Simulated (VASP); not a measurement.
Set up this calculation in VASP 6.6.1, as the native input.

```
Task                   : relaxation of the atoms
Functional             : LDA
Potentials or basis    : VASP PAW LDA potentials, release 64 (Ga_d, N)
Cutoff                 : 520 eV
k mesh                 : 8 × 8 × 4
Occupations            : gaussian, width 0.01 eV
Spin                   : no spin polarisation
Dipole correction      : no
Further INCAR settings : ALGO = Normal; EDIFF = 1e-07; IBRION = 2; EDIFFG = -0.002; NSW = 50
```

The structure of GaN lies in POSCAR:

```
GaN
1.0
    3.1675736402      0.0000000000      0.0000000000
   -1.5837868201      2.7431992407      0.0000000000
    0.0000000000      0.0000000000      5.1640897249
Ga N
2 2
Direct
    0.3333333333      0.6666666667     -0.0007042255
    0.6666666667      0.3333333333      0.4992957745
    0.3333333333      0.6666666667      0.3757042255
    0.6666666667      0.3333333333      0.8757042255
```

These files were run (other wordings do the same):

INCAR

```
PREC = Accurate
ENCUT = 520
EDIFF = 1E-7
ISMEAR = 0
SIGMA = 0.01
LREAL = False
LASPH = True
NELM = 120
ALGO = Normal
ISIF = 2
LWAVE = False
LCHARG = False
IBRION = 2
NSW = 50
EDIFFG = -0.002
GGA_COMPAT = False
NELMIN = 4
```

KPOINTS

```
regular mesh
0
Gamma
  8 8 4
```

Potentials or basis: VASP PAW LDA potentials, release 64 (Ga_d, N).

The run is started by

```bash
$ cat potpaw_LDA.64/Ga_d/POTCAR potpaw_LDA.64/N/POTCAR > POTCAR
$ mpirun -np 1 vasp_std > vasp.out
```

Results of the run:

```yaml
Pressure_after_relaxing: -1.9 GPa
Band_gap_on_the_k_mesh: 2.04 eV
```

Run time: 45 s on 1 thread of Oxide Virtual Turin-like Processor, on a shared host, peak memory 0.11 GiB.
